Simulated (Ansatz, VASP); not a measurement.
**One calculation of PtS2, two programs**

Contents of INCAR:

```
SYSTEM = PtS2
  PREC = Accurate
  ENCUT = 520
  EDIFF = 1E-7
  ISMEAR = 0
  SIGMA = 0.05
  LREAL = .FALSE.
  LASPH = .TRUE.
  NELM = 80
  ALGO = Normal
  ISIF = 2
  LWAVE = .FALSE.
  LCHARG = .TRUE.
  LDIPOL = .TRUE.
  IDIPOL = 3
  DIPOL = 0.5 0.5 0.392
  GGA = PE
  IVDW = 12
  LELF = .TRUE.
  LVHAR = .TRUE.
  LVACPOTAV = .TRUE.
  NBANDS = 31
```

Contents of KPOINTS:

```
regular mesh
0
G
  9 9 1
  0 0 0
```

POSCAR

```
PtS2
1.0
    3.5415269801      0.0000000000      0.0000000000
   -1.7707634901      3.0670523330      0.0000000000
    0.0000000000      0.0000000000     22.4670671688
S Pt
4 2
Direct
    0.6666666667      0.3333333333      0.2002931654
    0.3333333333      0.6666666667      0.3108342327
    0.6666666667      1.3333333333      0.4728491487
    1.0000000000      1.0000000000      0.5833902160
    0.0000000000      0.0000000000      0.2555636990
    1.3333333333      1.6666666667      0.5281196824
```

Input for Ansatz:

```yaml
crystal:
  lattice:
    - [3.5415269801, 0.0, 0.0]
    - [-1.7707634901, 3.067052333, 0.0]
    - [0.0, 0.0, 22.4670671688]
  atoms:
    - { symbol: S, position: [0.6666666667, 0.3333333333, 0.2002931654] }
    - { symbol: Pt, position: [0.0, 0.0, 0.255563699] }
    - { symbol: S, position: [0.3333333333, 0.6666666667, 0.3108342327] }
    - { symbol: S, position: [0.6666666667, 1.3333333333, 0.4728491487] }
    - { symbol: Pt, position: [1.3333333333, 1.6666666667, 0.5281196824] }
    - { symbol: S, position: [1.0, 1.0, 0.583390216] }
basis:
  ecutwfc: 420
kpoints:
  mp_grid: { grid: [9, 9, 1] }
hamiltonian:
  xc: pbe
  pseudopotentials: { kind: paw, azcp: { folder: soft_1 } }
  dispersion: d3bj
scf:
  occupations: { method: gaussian, width: 0.05 }
output:
  forces: true
  eigenvalues: true
efield:
  axis: 3
  dipole_correction: true
  ramp_width: 0.04
```

Alike in both runs: task single point; functional PBE; dispersion D3(BJ); k mesh 9 × 9 × 1; occupations gaussian, width 0.05 eV; no spin polarisation.

|  | VASP | Ansatz |
| --- | --- | --- |
| version | VASP 6.6.1 | Ansatz 0.2.0 |
| potentials or method | VASP PAW PBE potentials, release 64 (S, Pt), cutoff 520 eV | scalar-relativistic, plane waves, PAW |
| valence electrons in the cell | 44 | 60 |

Ansatz gave:

```
gap on the k mesh at the Fermi level (eV) : 1.56
least direct gap on the mesh (eV)         : 1.66
rms of the force components (eV/Å)        : 0.031
```

Task: Which values does VASP return?

Result: gap on the k mesh at the Fermi level (eV): 1.56; least direct gap on the mesh (eV): 1.67; rms of the force components (eV/Å): 0.027.

VASP's potentials hold 44 valence electrons a cell and Ansatz's 60, so a difference there can come from the potentials and not from the codes.

Spin-orbit coupling is off throughout.
